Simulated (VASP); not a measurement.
A run of VASP 6.6.1 is set up as follows.

INCAR

```
SYSTEM = ReBi
PREC     = Accurate       ! precision mode
ENCUT    = 520            ! plane-wave cutoff, eV
EDIFF    = 1E-6           ! SCF threshold, eV
ISMEAR   = -1             ! smearing method
SIGMA    = 0.1            ! smearing width, eV
LREAL    = .False.        ! projectors in reciprocal space
LASPH    = .True.         ! aspherical terms in the spheres
NELM     = 80             ! most SCF steps
ALGO     = Normal         ! electronic algorithm
ISIF     = 2              ! what is computed and relaxed
LWAVE    = .False.        ! write WAVECAR
LCHARG   = .True.         ! write CHGCAR
GGA      = PE             ! functional
IVDW     = 13             ! dispersion correction
LELF     = .True.         ! ELF
LVHAR    = .True.       
NBANDS   = 18             ! bands
```

KPOINTS

```
Automatic mesh
0
Gamma
  11 11 11
  0 0 0
```

POSCAR

```
ReBi
1.0
    0.0000000000      3.1127689995      3.1127689995
    3.1127689995      0.0000000000      3.1127689995
    3.1127689995      3.1127689995      0.0000000000
Re Bi
1 1
Direct
    0.0000000000      0.0000000000      0.0000000000
    0.2500000000      0.2500000000      0.2500000000
```

Potentials or basis: VASP PAW PBE potentials, release 64 (Re, Bi_d).

Launch:

```console
$ cat potpaw_PBE.64/Re/POTCAR potpaw_PBE.64/Bi_d/POTCAR > POTCAR
$ mpirun -np 1 vasp_std > vasp.out
```

(1) Predict the dispersion energy per atom.

(2) What does it give for the pressure?

(3) Estimate the band gap on the k mesh.

Answers

(1) -0.581 eV.

(2) -3.1 GPa.

(3) zero (bands 11 and 12 overlap by 0.02 eV).

Caveat: the cell stands under tension; spin-orbit coupling is left out, which moves the levels of the heavy elements.
